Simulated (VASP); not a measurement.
Wanted: the native input for a VASP 6.6.1 run.

```yaml
Task: single point
Functional: r2SCAN
Potentials_or_basis: VASP PAW PBE potentials, release 64 (Li_sv, Ge_d, N)
Cutoff: 520 eV
k_mesh: 9 × 9 × 2
Occupations: gaussian, width 0.01 eV
Spin: no spin polarisation
Dipole_correction: no
Further_INCAR_settings: ALGO = Normal; EDIFF = 1e-06; NBANDS = 31
```

Crystal: LiGeN.

```
Li Ge N
1.0
     3.01665    0.00000    0.00000
    -1.50832    2.61249    0.00000
     0.00000    0.00000    9.44567
Li Ge N
2 2 2
Direct
  0.66667 0.33333 0.74318
  0.33333 0.66667 0.24318
  0.00000 0.00000 0.49883
  0.00000 0.00000 0.99883
  0.33333 0.66667 0.60263
  0.66667 0.33333 0.10263
```

These files were run (other wordings do the same):

POSCAR

```
LiGeN
1.0
    3.0166460797      0.0000000000      0.0000000000
   -1.5083230399      2.6124921393      0.0000000000
    0.0000000000      0.0000000000      9.4456682950
Li Ge N
2 2 2
Direct
    0.6666666667      0.3333333333      0.7431798159
    0.3333333333      0.6666666667      0.2431798159
    0.0000000000      0.0000000000      0.4988273199
    0.0000000000      0.0000000000      0.9988273199
    0.3333333333      0.6666666667      0.6026308642
    0.6666666667      0.3333333333      0.1026308642
```

INCAR.step1

```
  PREC = Accurate
  ENCUT = 520
  ISMEAR = 0
  SIGMA = 0.01
  LREAL = F
  LASPH = T
  NELM = 80
  NBANDS = 31
  GGA = PE
  ALGO = Normal
  EDIFF = 1E-4
  LWAVE = T
  LCHARG = F
```

INCAR.step2

```
  PREC = Accurate
  ENCUT = 520
  EDIFF = 1E-6
  ISMEAR = 0
  SIGMA = 0.01
  LREAL = F
  LASPH = T
  NELM = 80
  ALGO = Normal
  ISIF = 2
  LWAVE = F
  LCHARG = F
  METAGGA = R2SCAN
  LMIXTAU = T
  NBANDS = 31
  ISTART = 1
```

KPOINTS

```
Automatic mesh
0
Gamma
  9 9 2
```

Potentials or basis: VASP PAW PBE potentials, release 64 (Li_sv, Ge_d, N).

Launch:

```console
$ cat potpaw_PBE.64/Li_sv/POTCAR potpaw_PBE.64/Ge_d/POTCAR potpaw_PBE.64/N/POTCAR > POTCAR
$ cp INCAR.step1 INCAR
$ mpirun -np 1 vasp_std > vasp.out
$ cp INCAR.step2 INCAR
$ mpirun -np 1 vasp_std > vasp.out
```

It gave:

The largest force is 0.203 eV/Å and the band gap on the k mesh is 1.98 eV (least direct gap 2.76 eV).

Caveat: the PAW data sets were made with another functional, which shifts forces and pressure a little.

Run time: 110 s on 1 thread of Intel(R) Xeon(R) 6975P-C (Granite Rapids), with other jobs on the host, peak memory 0.22 GiB.
